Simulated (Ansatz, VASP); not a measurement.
Two plane-wave programs on Ir

File INCAR:

```
SYSTEM = Ir
PREC = Accurate ; ENCUT = 500
EDIFF = 1E-6 ; ISMEAR = -1
SIGMA = 0.23 ; LREAL = .FALSE.
LASPH = .TRUE. ; NELM = 120
ALGO = Normal ; ISIF = 2
LWAVE = .FALSE. ; LCHARG = .FALSE.
GGA = PE ; NBANDS = 10
GGA_COMPAT = .FALSE.
```

File KPOINTS:

```
regular mesh
0
G
  10 10 10
  0 0 0
```

File POSCAR:

```
Ir
1.0
    0.0000000000      1.9269646676      1.9269646676
    1.9269646676      0.0000000000      1.9269646676
    1.9269646676      1.9269646676      0.0000000000
Ir
1
Direct
    0.0000000000      0.0000000000      0.0000000000
```

Input for Ansatz:

```yaml
crystal:
  lattice:
    - [0.0, 1.9269646676, 1.9269646676]
    - [1.9269646676, 0.0, 1.9269646676]
    - [1.9269646676, 1.9269646676, 0.0]
  atoms:
    - { symbol: Ir, position: [0.0, 0.0, 0.0] }
basis:
  ecutwfc: 420
kpoints:
  mp_grid: { grid: [10, 10, 10] }
hamiltonian:
  xc: pbe
scf:
  occupations: { method: fermi_dirac, width: 0.23 }
output:
  forces: true
  stress: true
  eigenvalues: true
  populations: true
accuracy: low
```

Alike in both runs: task single point; functional PBE; k mesh 10 × 10 × 10; occupations fermi-dirac, width 0.23 eV; no spin polarisation.

```csv
,VASP,Ansatz
version,VASP 6.6.1,Ansatz 0.2.0
potentials or method,"VASP PAW PBE potentials, release 64 (Ir), cutoff 500 eV","scalar-relativistic, plane waves, PAW"
valence electrons in the cell,9,17
```

```csv
,VASP,Ansatz,Ansatz less VASP
gap on the k mesh at the Fermi level (eV),none,none,-
pressure (GPa),6.7,6.2,-0.55
```

A gap of «none» marks a metal or a gap that the smearing closes. VASP's potentials hold 9 valence electrons a cell and Ansatz's 17, so a difference there can come from the potentials and not from the codes.

Neither program's run includes spin-orbit coupling.
